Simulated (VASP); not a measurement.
CuAu3: single point with PBEsol

The system is CuAu3.

```
CELL_PARAMETERS angstrom
3.85126 0.00000 0.00000
0.00000 3.85126 0.00000
0.00000 0.00000 3.85126
ATOMIC_POSITIONS crystal
Cu 0.00000 0.00000 0.00000
Au 0.00000 0.50000 0.50000
Au 0.50000 0.00000 0.50000
Au 0.50000 0.50000 0.00000
```

| Item | Value |
| --- | --- |
| Program | VASP 6.6.1 |
| Task | single point |
| Functional | PBEsol |
| Potentials or basis | VASP PAW PBE potentials, release 64 (Cu, Au) |
| Cutoff | 520 eV |
| k mesh | 10 × 10 × 10 |
| Occupations | gaussian, width 0.1 eV |
| Spin | no spin polarisation |
| Dipole correction | no |
| Further INCAR settings | ALGO = Fast; EDIFF = 1e-06; NBANDS = 30 |

```json
{
  "Pressure": "21.2 GPa",
  "Band gap on the k mesh": "zero (bands 22 and 23 overlap by 2.59 eV)"
}
```

Levels at points of the mesh, in eV from the Fermi level:
```tsv
k point	band 18	band 19	band 20	band 21	band 22	band 23	band 24	band 25	band 26	band 27
(0.00, 0.00, 0.00)	-1.58	-1.53	-1.53	-1.53	0.68	0.68	0.68	6.76	6.76	7.61
(0.50, 0.00, 0.00)	-2.60	-2.42	-2.14	-1.58	-1.53	5.67	6.21	6.21	6.29	6.76
(0.50, 0.50, 0.00)	-2.48	-2.45	-2.45	-0.79	-0.18	0.07	0.07	8.78	9.44	9.83
(0.50, 0.50, 0.50)	-1.81	-1.76	-1.76	-1.64	-1.57	-1.57	-1.57	3.53	3.53	3.53
```

It took 51 s on 1 thread of Intel(R) Xeon(R) 6975P-C (Granite Rapids) (shared host), peak memory 0.22 GiB.

Caveat: the cell stands under pressure; the PAW data sets were made with another functional, which shifts forces and pressure a little; spin-orbit coupling is left out, which moves the levels of the heavy elements.
